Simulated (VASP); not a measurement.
Write the native input for VASP 6.6.1 that does the following.

```
Task                   : single point
Functional             : PBEsol
Potentials or basis    : VASP PAW PBE potentials, release 64 (Ti_sv, Al)
Cutoff                 : 500 eV
k mesh                 : 18 × 10 × 10
Occupations            : gaussian, width 0.15 eV
Spin                   : no spin polarisation
Dipole correction      : no
Further INCAR settings : ALGO = Normal; EDIFF = 1e-06; NBANDS = 18
```

The structure of TiAl3 lies in POSCAR:

```
TiAl3
1.0
    2.7813912058      0.0000000000      0.0000000000
    0.0000000000      4.6710700323      0.0000000000
    0.0000000000      0.0000000000      4.8934030395
Ti Al
1 3
Direct
    0.0000000000      0.5000000000      0.1631682049
    0.5000000000      0.5000000000      0.6640465240
    0.5000000000      0.0000000000      0.3331101826
    0.0203382187      0.0121104034      0.8396740885
```

This cell differs from its parent crystal: atom 4 (Al) moved +0.080 Å along Cartesian [1 1 0].

One way to write it, as run:

INCAR

```
ALGO     = Normal         # electronic algorithm
EDIFF    = 1E-6           # SCF threshold, eV
ENCUT    = 500            # plane-wave cutoff, eV
GGA      = PS             # functional
GGA_COMPAT= False        
ISIF     = 2              # what is computed and relaxed
ISMEAR   = 0              # smearing method
LASPH    = True           # aspherical terms in the spheres
LCHARG   = True           # write CHGCAR
LELF     = True           # ELF
LREAL    = False          # projectors in reciprocal space
LVHAR    = True         
LWAVE    = False          # write WAVECAR
NBANDS   = 18             # bands
NELM     = 120            # most SCF steps
PREC     = Accurate       # precision mode
SIGMA    = 0.15           # smearing width, eV
```

KPOINTS

```
k-points
0
Gamma
  18 10 10
```

Potentials or basis: VASP PAW PBE potentials, release 64 (Ti_sv, Al).

Launch:

```bash
$ cat potpaw_PBE.64/Ti_sv/POTCAR potpaw_PBE.64/Al/POTCAR > POTCAR
$ mpirun -np 1 vasp_std > vasp.out
```

It gave:

```yaml
Pressure: 0.2 GPa
Largest_force: 0.330 eV/Å
Band_gap_on_the_k_mesh: zero (an odd number of electrons rules out a gap without spin polarisation)
```

Caveat: the cell differs from its parent crystal (atom 4 (Al) moved +0.080 Å along Cartesian [1 1 0]); the PAW data sets were made with another functional, which shifts forces and pressure a little.

It took 5.4 min on 1 thread of Intel(R) Xeon(R) 6975P-C (Granite Rapids) (shared host), peak memory 0.9 GiB.
